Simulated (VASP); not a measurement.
# GaC2 (Pn-3m) in VASP: further runs

The runs below take GaC2 through single point, relaxation of cell and atoms, with PBE.

Everything below comes from runs of VASP 6.6.1. Logs are shortened: lines on timing, memory, paths and dates and some standing lists are left out, and cuts for length are marked.

## (1) The cell of the first run

Symmetry: Pn-3m, No. 224, cubic system. The conventional cell has a = 4.197 Å, b = 4.197 Å, c = 4.197 Å, α = 90.00°, β = 90.00°, γ = 90.00°. Ga (site symmetry -43m) has 4 C at 1.82 Å within 2.4 Å. C (site symmetry -3m) has 2 Ga at 1.82 Å within 2.4 Å.

## (2) Single point, PBE

INCAR reads:

```
PREC     = Accurate       # precision mode
ENCUT    = 600            # plane-wave cutoff, eV
EDIFF    = 1E-6           # SCF threshold, eV
ISMEAR   = 0              # smearing method
SIGMA    = 0.1            # smearing width, eV
LREAL    = False          # projectors in reciprocal space
LASPH    = True           # aspherical terms in the spheres
NELM     = 120            # most SCF steps
ALGO     = Normal         # electronic algorithm
ISIF     = 2              # what is computed and relaxed
LWAVE    = False          # write WAVECAR
LCHARG   = True           # write CHGCAR
GGA      = PE             # functional
LELF     = True           # ELF
LVHAR    = True         
NBANDS   = 30             # bands
GGA_COMPAT= False
```

KPOINTS reads:

```
regular mesh
0
Gamma
  4 4 4
```

POSCAR reads:

```
GaC2
1.0
    4.1966150868      0.0000000000      0.0000000000
    0.0000000000      4.1966150868      0.0000000000
    0.0000000000      0.0000000000      4.1966150868
Ga C
2 4
Direct
    0.0000000000      0.0000000000      0.0000000000
    0.5000000000      0.5000000000      0.5000000000
    0.2500000000      0.2500000000      0.2500000000
    0.2500000000      0.7500000000      0.7500000000
    0.7500000000      0.7500000000      0.2500000000
    0.7500000000      0.2500000000      0.7500000000
```

Potentials or basis: VASP PAW PBE potentials, release 64 (Ga_d, C).

Run with:

```
> cat potpaw_PBE.64/Ga_d/POTCAR potpaw_PBE.64/C/POTCAR > POTCAR
> mpirun -np 1 vasp_std > vasp.out
```

OUTCAR:

```text
PREC = Accurate
   ENCUT = 600
   EDIFF = 1E-6
   ISMEAR = 0
   LREAL = False
   LASPH = True
   NELM = 120
   ISIF = 2
   GGA = PE

 ion  position               nearest neighbor table
   1  0.000  0.000  0.000-   3 1.82   4 1.82   5 1.82   6 1.82
   2  0.500  0.500  0.500-   3 1.82   4 1.82   5 1.82   6 1.82
   3  0.250  0.250  0.250-   1 1.82   2 1.82
   4  0.250  0.750  0.750-   1 1.82   2 1.82
   5  0.750  0.750  0.250-   1 1.82   2 1.82
   6  0.750  0.250  0.750-   1 1.82   2 1.82

  LATTYP: Found a simple cubic cell.
 ALAT       =     4.1966150868

  Lattice vectors:

 A1 = (   4.1966150868,   0.0000000000,   0.0000000000)
 A2 = (   0.0000000000,   4.1966150868,   0.0000000000)
 A3 = (   0.0000000000,   0.0000000000,   4.1966150868)

Analysis of symmetry for initial positions (statically):
=====================================================================
 Subroutine PRICEL returns:
 Original cell was already a primitive cell.

 Routine SETGRP: Setting up the symmetry group for a
 simple cubic supercell.

 Subroutine GETGRP returns: Found 48 space group operations
 (whereof 24 operations were pure point group operations)
 out of a pool of 48 trial point group operations.

The static configuration has the point symmetry T_d .
 The point group associated with its full space group is O_h .

Analysis of symmetry for dynamics (positions and initial velocities):
=====================================================================
 Subroutine PRICEL returns:
 Original cell was already a primitive cell.

 Routine SETGRP: Setting up the symmetry group for a
 simple cubic supercell.

 Subroutine GETGRP returns: Found 48 space group operations
 (whereof 24 operations were pure point group operations)
 out of a pool of 48 trial point group operations.

The dynamic configuration has the point symmetry T_d .
 The point group associated with its full space group is O_h .

 Subroutine INISYM returns: Found 48 space group operations
 (whereof 24 operations are pure point group operations),
 and found     1 'primitive' translations

----------------------------------------------------------------------------------------

                                     Primitive cell

  volume of cell :      73.9090

  direct lattice vectors                    reciprocal lattice vectors
     4.196615087  0.000000000  0.000000000     0.238287281  0.000000000  0.000000000
     0.000000000  4.196615087  0.000000000     0.000000000  0.238287281  0.000000000
     0.000000000  0.000000000  4.196615087     0.000000000  0.000000000  0.238287281

  length of vectors
     4.196615087  4.196615087  4.196615087     0.238287281  0.238287281  0.238287281

  position of ions in fractional coordinates (direct lattice)
     0.000000000  0.000000000  0.000000000
     0.500000000  0.500000000  0.500000000
     0.250000000  0.250000000  0.250000000
     0.250000000  0.750000000  0.750000000
     0.750000000  0.750000000  0.250000000
     0.750000000  0.250000000  0.750000000

  ion indices of the primitive-cell ions
   primitive index   ion index
                 1           1
                 2           2
                 3           3
                 4           4
                 5           5
                 6           6

----------------------------------------------------------------------------------------

 KPOINTS: regular mesh

Automatic generation of k-mesh.
 Grid dimensions read from file:
 generate k-points for:    4    4    4

 Generating k-lattice:

  Cartesian coordinates                     Fractional coordinates (reciprocal lattice)
     0.059571820  0.000000000  0.000000000     0.250000000  0.000000000  0.000000000
     0.000000000  0.059571820  0.000000000     0.000000000  0.250000000  0.000000000
     0.000000000  0.000000000  0.059571820     0.000000000  0.000000000  0.250000000

  Length of vectors
     0.059571820  0.059571820  0.059571820

  Shift w.r.t. Gamma in fractional coordinates (k-lattice)
     0.000000000  0.000000000  0.000000000

 Subroutine IBZKPT returns following result:
 ===========================================

 Found     10 irreducible k-points:

 Following reciprocal coordinates:
            Coordinates               Weight
  0.000000  0.000000  0.000000      1.000000
  0.250000  0.000000  0.000000      6.000000
  0.500000  0.000000  0.000000      3.000000
  0.250000  0.250000  0.000000     12.000000
  0.500000  0.250000  0.000000     12.000000
  0.500000  0.500000  0.000000      3.000000
  0.250000  0.250000  0.250000      8.000000
  0.500000  0.250000  0.250000     12.000000
  0.500000  0.500000  0.250000      6.000000
  0.500000  0.500000  0.500000      1.000000
   k-points           NKPTS =     10   k-points in BZ     NKDIM =     10   number of bands    NBANDS=     30
   number of dos      NEDOS =    301   number of ions     NIONS =      6
   total plane-waves  NPLWV =  46656
   dimension x,y,z NGX =    36 NGY =   36 NGZ =   36
   dimension x,y,z NGXF=    72 NGYF=   72 NGZF=   72
   ions per type =               2   4
   NGX,Y,Z   is equivalent  to a cutoff of  14.26, 14.26, 14.26 a.u.
   NGXF,Y,Z  is equivalent  to a cutoff of  28.52, 28.52, 28.52 a.u.
 SYSTEM =  unknown system
   PREC   = accura    normal or accurate (medium, high low for compatibility)
   ISTART =      0    job   : 0-new  1-cont  2-samecut
   ICHARG =      2    charge: 1-file 2-atom 10-const
   ISPIN  =      1    spin polarized calculation?
   LNONCOLLINEAR =      F non collinear calculations
   LSORBIT =      F    spin-orbit coupling
   LASPH  =      T    aspherical Exc in radial PAW
   ENCUT  =  600.0 eV  44.10 Ry    6.64 a.u.   8.38  8.38  8.38*2*pi/ulx,y,z
   NELM   =    120;   NELMIN=  2; NELMDL= -5     # of ELM steps
   EDIFF  = 0.1E-05   stopping-criterion for ELM
   LREAL  =      F    real-space projection
   EDIFFG = 0.1E-04   stopping-criterion for IOM
   NSW    =      0    number of steps for IOM
   IBRION =     -1    ionic relax: 0-MD 1-quasi-New 2-CG
   NFREE  =      0    steps in history (QN), initial steepest desc. (CG)
   ISIF   =      2    stress and relaxation
   ISYM   =      2    0-nonsym 1-usesym 2-fastsym
   POTIM  = 0.5000    time-step for ionic-motion
   TEBEG  =    0.0;   TEEND  =   0.0 temperature during run
   PSTRESS=    0.0 pullay stress
   NELECT =      42.0000    total number of electrons
   NUPDOWN=      -1.0000    fix difference up-down
   EMIN   =  10.00;   EMAX   =-10.00  energy-range for DOS
   EFERMI =   0.00;   METHOD = LEGACY
   ISMEAR =     0;   SIGMA  =   0.10  broadening in eV -4-tet -1-fermi 0-gaus
   EFERMI_NEDOS =   21; number of points for ismear=-14 and -15
   IALGO  =     38    algorithm
   IMIX   =      4    mixing-type and parameters
     AMIX     =   0.40;   BMIX     =  1.00
     AMIX_MAG =   1.60;   BMIX_MAG =  1.00
  volume/ion in A,a.u.               =      12.32        83.13
  Fermi-wavevector in a.u.,A,eV,Ry     =   1.355997  2.562463 25.017418  1.838728
  Thomas-Fermi vector in A             =   2.483038
   LORBIT       =      0    0 simple, 1 ext, 2 COOP (PROOUT), +10 PAW based schemes
   GGA     = PE    functional components
   LHFCALC =     F    Hartree Fock is set to
   AEXX    =    0.0000 exact exchange contribution
   IVDW    =     0    specifies the selected vdW correction
   LEPSILON=     F    determine dielectric tensor
   LRPA    =     F    only Hartree local field effects (RPA)
 non-spin polarized calculation
 Gauss-broadening in eV      SIGMA  =   0.10
  energy-cutoff  :      600.00
  volume of cell :       73.91
 maximum number of plane-waves:      2517
 NGX is ok and might be reduce to    36
   NGX = 17   NGY = 17   NGZ = 17

 number of electron      41.9999979 magnetization

 Free energy of the ion-electron system (eV)
  ---------------------------------------------------
  ext. energy  EPLUGINS =         0.00000000
  ---------------------------------------------------
  free energy    TOTEN  =       -24.52815106 eV

  energy without entropy =      -24.50359710  energy(sigma->0) =      -24.51587408

 E-fermi :   3.8687     XC(G=0): -10.8390

 val. band max:        3.8443614490   @ k =   0.5000   0.5000   0.2500
 cond. band min:       3.9034523335   @ k =   0.5000   0.2500   0.2500
 fundamental gap:      0.0590908845
 Fermi energy:         3.8686646907

 k-point     1 :       0.0000    0.0000    0.0000
  band No.  band energies     occupation
      1     -10.3937      2.00000
      2     -10.3937      2.00000
      3     -10.3937      2.00000
      4     -10.1723      2.00000
      5     -10.1723      2.00000
      6     -10.1723      2.00000
[... 22 lines left out ...]
     29      10.3461      0.00000
     30      11.0123      0.00000

 k-point     2 :       0.2500    0.0000    0.0000
  band No.  band energies     occupation
      1     -10.4063      2.00000
      2     -10.4063      2.00000
      3     -10.3822      2.00000
      4     -10.2823      2.00000
      5     -10.1778      2.00000
      6     -10.1778      2.00000
[... 22 lines left out ...]
     29      11.6965      0.00000
     30      12.0680      0.00000

 k-point     3 :       0.5000    0.0000    0.0000
  band No.  band energies     occupation
      1     -10.4187      2.00000
      2     -10.4187      2.00000
      3     -10.3473      2.00000
      4     -10.3473      2.00000
      5     -10.1832      2.00000
      6     -10.1832      2.00000
[... 22 lines left out ...]
     29      13.3934      0.00000
     30      13.3934      0.00000

 k-point     4 :       0.2500    0.2500    0.0000
  band No.  band energies     occupation
      1     -10.4348      2.00000
      2     -10.4270      2.00000
      3     -10.3707      2.00000
      4     -10.3318      2.00000
      5     -10.1766      2.00000
      6     -10.1629      2.00000
[... 154 lines left out ...]
     29      14.5389      0.00000
     30      15.2225      0.00000

 k-point     9 :       0.5000    0.5000    0.2500
  band No.  band energies     occupation
      1     -10.4826      2.00000
      2     -10.4826      2.00000
      3     -10.4670      2.00000
      4     -10.2595      2.00000
      5     -10.1769      2.00000
      6     -10.1769      2.00000
[... 22 lines left out ...]
     29      14.9279      0.00000
     30      14.9279      0.00000

 k-point    10 :       0.5000    0.5000    0.5000
  band No.  band energies     occupation
      1     -10.4901      2.00000
      2     -10.4901      2.00000
      3     -10.4901      2.00000
      4     -10.1995      2.00000
      5     -10.1995      2.00000
      6     -10.1995      2.00000
[... 22 lines left out ...]
     29      14.4042      0.00000
     30      14.4042      0.00000

------------------------ aborting loop because EDIFF is reached ----------------------------------------

  FORCE on cell =-STRESS in cart. coord.  units (eV):
  Direction    XX          YY          ZZ          XY          YZ          ZX
  --------------------------------------------------------------------------------------
  -------------------------------------------------------------------------------------
  Total       12.4887351     12.4887351     12.4887351      0.0000000     -0.0000000     -0.0000000
  in kB      270.7270333    270.7270333    270.7270333      0.0000000     -0.0000000     -0.0000000
  external PRESSURE =     270.7270333 kB  Pullay stress =       0.0000000 kB

 VOLUME and BASIS-vectors are now :
 -----------------------------------------------------------------------------
  energy-cutoff  :      600.00
  volume of cell :       73.91
      direct lattice vectors                 reciprocal lattice vectors
     4.196615087  0.000000000  0.000000000     0.238287281  0.000000000  0.000000000
     0.000000000  4.196615087  0.000000000     0.000000000  0.238287281  0.000000000
     0.000000000  0.000000000  4.196615087     0.000000000  0.000000000  0.238287281

 POSITION                                       TOTAL-FORCE (eV/Angst)
 -----------------------------------------------------------------------------------
      0.00000      0.00000      0.00000         0.000000      0.000000     -0.000000
      2.09831      2.09831      2.09831         0.000000     -0.000000     -0.000000
      1.04915      1.04915      1.04915         0.000000     -0.000000      0.000000
      1.04915      3.14746      3.14746        -0.000000     -0.000000     -0.000000
      3.14746      3.14746      1.04915        -0.000000      0.000000      0.000000
      3.14746      1.04915      3.14746         0.000000      0.000000      0.000000
 -----------------------------------------------------------------------------------
    total drift:                                0.000000      0.000000      0.000000

  FREE ENERGIE OF THE ION-ELECTRON SYSTEM (eV)
  ---------------------------------------------------
  free  energy   TOTEN  =       -24.5281510589 eV

  energy  without entropy=      -24.5035971010  energy(sigma->0) =      -24.51587408
```

It took 28 s on 1 thread of Intel Xeon Platinum 8375C at 2.90GHz (Ice Lake), shared host; peak memory 0.2 GiB.

Results:

| Property | Result |
| --- | --- |
| Free energy | -24.5282 eV |
| Pressure | 27.1 GPa |
| Band gap on the k mesh | zero (bands 21 and 22 overlap by 1.39 eV) |

Levels at points of the mesh, in eV from the Fermi level:
| k point | band 18 | band 19 | band 20 | band 21 | band 22 | band 23 | band 24 | band 25 |
| --- | --- | --- | --- | --- | --- | --- | --- | --- |
| (0.00, 0.00, 0.00) | -2.23 | -2.23 | -2.23 | 0.58 | 0.58 | 0.58 | 2.44 | 2.44 |
| (0.50, 0.00, 0.00) | -2.69 | -1.40 | -1.40 | -0.06 | -0.06 | 0.95 | 0.95 | 1.09 |
| (0.50, 0.50, 0.00) | -2.33 | -1.71 | -1.71 | -0.81 | -0.81 | 1.17 | 1.17 | 1.97 |
| (0.50, 0.50, 0.50) | -5.16 | 0.57 | 0.57 | 0.57 | 1.98 | 1.98 | 1.98 | 2.04 |

Caveat: the k points lie up to 0.37 Å⁻¹ apart, too coarse for converged energies and pressures of a metal.

## (3) Single point, PBE

This run uses another cell than the first one, of 14.96 Å³/atom.

INCAR reads:

```
SYSTEM = GaC2
PREC = Accurate
ENCUT = 600
EDIFF = 1E-6
ISMEAR = 0
SIGMA = 0.1
LREAL = .False.
LASPH = .True.
NELM = 120
ALGO = Normal
ISIF = 2
LWAVE = .False.
LCHARG = .True.
GGA = PE
LELF = .True.
LVHAR = .True.
NBANDS = 30
GGA_COMPAT = .False.
```

KPOINTS reads:

```
regular mesh
0
Gamma
  4 4 4
  0 0 0
```

Edit POSCAR of step 2 so:

```diff
@@ -2,5 +2,5 @@
 1.0
-    4.1966150868      0.0000000000      0.0000000000
-    0.0000000000      4.1966150868      0.0000000000
-    0.0000000000      0.0000000000      4.1966150868
+    4.4771669466      0.0000000000      0.0000000000
+    0.0000000000      4.4771669466      0.0000000000
+    0.0000000000      0.0000000000      4.4771669466
 Ga C
```

Potentials or basis: VASP PAW PBE potentials, release 64 (Ga_d, C).

Run with:

```
> cat potpaw_PBE.64/Ga_d/POTCAR potpaw_PBE.64/C/POTCAR > POTCAR
> mpirun -np 1 vasp_std > vasp.out
```

Wall time 28 s (1 thread of Intel Xeon Platinum 8375C at 2.90GHz (Ice Lake), shared host); peak memory 0.2 GiB.

It converged, with:

```
Free energy            : -25.6727 eV
Pressure               : -0.2 GPa
Band gap on the k mesh : zero (bands 21 and 22 overlap by 1.23 eV)
```

Levels at points of the mesh, in eV from the Fermi level:
| k point | band 19 | band 20 | band 21 | band 22 | band 23 | band 24 |
| --- | --- | --- | --- | --- | --- | --- |
| (0.00, 0.00, 0.00) | -1.95 | -1.95 | 0.70 | 0.70 | 0.70 | 2.03 |
| (0.50, 0.00, 0.00) | -0.90 | -0.90 | -0.15 | -0.15 | 0.91 | 0.91 |
| (0.50, 0.50, 0.00) | -1.41 | -1.41 | -0.53 | -0.53 | 1.09 | 1.09 |
| (0.50, 0.50, 0.50) | 0.39 | 0.39 | 0.39 | 1.74 | 1.74 | 1.77 |

## (4) Relaxation of cell and atoms, PBE

INCAR reads:

```
PREC = Accurate
ENCUT = 600
EDIFF = 1E-7
ISMEAR = 0
SIGMA = 0.1
LREAL = F
LASPH = T
NELM = 120
ALGO = Normal
ISIF = 3
LWAVE = F
LCHARG = F
GGA = PE
IBRION = 2
NSW = 90
EDIFFG = -0.04
GGA_COMPAT = F
NELMIN = 4
```

KPOINTS reads:

```
Automatic mesh
0
Gamma
  4 4 4
```

Edit POSCAR of step 3 so:

```diff
@@ -2,5 +2,5 @@
 1.0
-    4.4771669466      0.0000000000      0.0000000000
-    0.0000000000      4.4771669466      0.0000000000
-    0.0000000000      0.0000000000      4.4771669466
+    4.1966150868      0.0000000000      0.0000000000
+    0.0000000000      4.1966150868      0.0000000000
+    0.0000000000      0.0000000000      4.1966150868
 Ga C
```

Run with:

```
> cat potpaw_PBE.64/Ga_d/POTCAR potpaw_PBE.64/C/POTCAR > POTCAR
> mpirun -np 1 vasp_std > vasp.out
```

It took 64 s on 1 thread of Intel Xeon Platinum 8375C at 2.90GHz (Ice Lake), shared host; peak memory 0.21 GiB.

The run converged. Its results:

- Free energy: -25.6656 eV
- Relaxed volume: 14.92 Å³/atom
- Relaxed cell: a = 4.474 Å, b = 4.474 Å, c = 4.474 Å, α = 90.00°, β = 90.00°, γ = 90.00°
- Space group after relaxing (to 0.1 Å): Pn-3m (No. 224)
- Energy gained by relaxing: 189.6 meV/atom
- Ionic steps: 3
- Pressure after relaxing: 0.4 GPa
- Band gap on the k mesh: zero (bands 21 and 22 overlap by 1.23 eV)

Step by step:
```
step  energy change (eV)  largest force (eV/Å)  pressure (GPa)  volume (Å³)
   1              0.0000                0.0000           27.15        73.91
   2             -0.9069                0.0000           -7.61        98.56
   3             -1.1375                0.0000            0.37        89.53
```

Final structure:
```
Ga C
1.0
     4.47364    0.00000    0.00000
     0.00000    4.47364    0.00000
     0.00000    0.00000    4.47364
Ga C
2 4
Direct
  0.00000 0.00000 0.00000
  0.50000 0.50000 0.50000
  0.25000 0.25000 0.25000
  0.25000 0.75000 0.75000
  0.75000 0.75000 0.25000
  0.75000 0.25000 0.75000
```

Levels at points of the mesh, in eV from the Fermi level:
```csv
k point,band 18,band 19,band 20,band 21,band 22,band 23,band 24,band 25
"(0.00, 0.00, 0.00)",-1.95,-1.95,-1.95,0.70,0.70,0.70,2.04,2.04
"(0.50, 0.00, 0.00)",-2.23,-0.91,-0.91,-0.15,-0.15,0.91,0.91,1.01
"(0.50, 0.50, 0.00)",-1.97,-1.42,-1.42,-0.53,-0.53,1.09,1.09,1.73
"(0.50, 0.50, 0.50)",-4.11,0.39,0.39,0.39,1.74,1.77,1.77,1.77
```

Caveat: the k points lie up to 0.35 Å⁻¹ apart in the final cell, too coarse for converged energies and pressures of a metal; the volume moved by over 15 % at a fixed basis, so the end points are rough.

## (5) Summary

| task | cell | gap on the mesh (eV) | pressure (GPa) |
| --- | --- | --- | --- |
| single point | a = 4.197 Å, 6 atoms | none | 27.1 |
| single point | a = 4.477 Å, 6 atoms | none | -0.2 |
| relaxation of cell and atoms | relaxed from a = 4.197 Å, 6 atoms | none | 0.4 |

Alike in all rows: level PBE; potentials or basis VASP PAW PBE potentials, release 64 (Ga_d, C); no spin polarisation; k mesh 4 × 4 × 4; cutoff (eV) 600; smearing gaussian 0.1 eV.

Caveats: some runs use coarse meshes; the volume moved by over 15 % at a fixed basis, so the end points are rough (at least some runs).

Total energies depend on the potentials used, so only differences within one code and one set of settings carry meaning.
